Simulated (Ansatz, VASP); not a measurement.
# HfO2 in VASP and in Ansatz

```
Hf O
1.0
    -0.05115    2.53193    2.53193
     2.53193   -0.05115    2.53193
     2.53193    2.53193   -0.05115
Hf O
1 2
Direct
  0.00000 0.00000 0.00000
  0.25000 0.25000 0.25000
  0.75000 0.75000 0.75000
```

Change from the starting cell: equal xy, yz and zx shear strains of -2 %, crystal datasets.

Alike in both runs: task electric field gradients; functional PBE; k mesh 9 × 9 × 9; occupations fermi-dirac, width 0.01 eV; no spin polarisation.

```csv
,VASP,Ansatz
version,VASP 6.6.1,Ansatz 0.2.0
potentials or method,"VASP PAW PBE potentials, release 64 (Hf_pv, O), cutoff 520 eV","all-electron PAW with datasets made for the crystal, scalar-relativistic"
```

Ansatz gave:

```
gap on the k mesh at the Fermi level (eV)                     : 3.83
pressure (GPa)                                                : -2.1
traceless stress, the component that is largest in VASP (GPa) : 1.85
rms of the force components (eV/Å)                            : 0.116
size of Vzz on the site where it differs most (V/Å²)          : 88.1
```

What did VASP give for the same quantities?

gap on the k mesh at the Fermi level (eV): 3.84; pressure (GPa): -5.7; traceless stress, the component that is largest in VASP (GPa): 1.75; rms of the force components (eV/Å): 0.106; size of Vzz on the site where it differs most (V/Å²): 75.0.

Atom by atom the forces differ by 0.010 eV/Å (rms over components). Ansatz ran all-electron here, and VASP with PAW potentials.

Neither program's run includes spin-orbit coupling.
